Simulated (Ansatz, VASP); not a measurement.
# One calculation of MgCdS4, two programs

The input INCAR:

```
PREC = Accurate
ENCUT = 750
EDIFF = 1E-6
ISMEAR = 0
SIGMA = 0.1
LREAL = False
LASPH = True
NELM = 120
ALGO = Normal
ISIF = 2
LWAVE = False
LCHARG = False
GGA = PE
NBANDS = 36
GGA_COMPAT = False
```

File KPOINTS:

```
regular mesh
0
Gamma
  4 4 4
```

POSCAR

```
MgCdS4
1.0
    5.9642590300      0.0000000000      0.0000000000
    0.0000000000      5.9642590300      0.0000000000
    0.0000000000      0.0000000000      4.3668123100
Mg Cd S
1 1 4
Direct
    0.0000000000      0.0000000000      0.5000000000
    0.5000000000      0.5000000000      0.5000000000
    0.6596910700      0.0000000000      0.0000000000
    0.3403089300      0.0000000000      0.0000000000
    0.0000000000      0.3403089300      0.0000000000
    0.0000000000      0.6596910700      0.0000000000
```

Input for Ansatz:

```yaml
crystal:
  lattice:
    - [5.96425903, 0.0, 0.0]
    - [0.0, 5.96425903, 0.0]
    - [0.0, 0.0, 4.36681231]
  atoms:
    - { symbol: Mg, position: [0.0, 0.0, 0.5] }
    - { symbol: Cd, position: [0.5, 0.5, 0.5] }
    - { symbol: S, position: [0.65969107, 0.0, 0.0] }
    - { symbol: S, position: [0.34030893, 0.0, 0.0] }
    - { symbol: S, position: [0.0, 0.34030893, 0.0] }
    - { symbol: S, position: [0.0, 0.65969107, 0.0] }
basis:
  ecutwfc: 420
kpoints:
  mp_grid: { grid: [4, 4, 4] }
hamiltonian:
  xc: pbe
scf:
  occupations: { method: gaussian, width: 0.1 }
  lower_state_search: "off"
output:
  forces: true
  stress: true
  eigenvalues: true
```

Alike in both runs: task single point; functional PBE; k mesh 4 × 4 × 4; occupations gaussian, width 0.1 eV; no spin polarisation.

```csv
,VASP,Ansatz
version,VASP 6.6.1,Ansatz 0.2.0
potentials or method,"VASP PAW PBE potentials, release 64 (Mg_sv, Cd_sv_GW, S), cutoff 750 eV","scalar-relativistic, plane waves, PAW"
valence electrons in the cell,54,54
```

Ansatz gave:

- gap on the k mesh at the Fermi level (eV): none
- pressure (GPa): 1.5
- traceless stress, the component that is largest in VASP (GPa): -5.82
- rms of the force components (eV/Å): 1.233

Task: What did VASP give for the same quantities?

Result: gap on the k mesh at the Fermi level (eV): none; pressure (GPa): 1.1; traceless stress, the component that is largest in VASP (GPa): -5.50; rms of the force components (eV/Å): 1.106.

Atom by atom the forces differ by 0.127 eV/Å (rms over components). A gap of «none» marks a metal or a gap that the smearing closes.
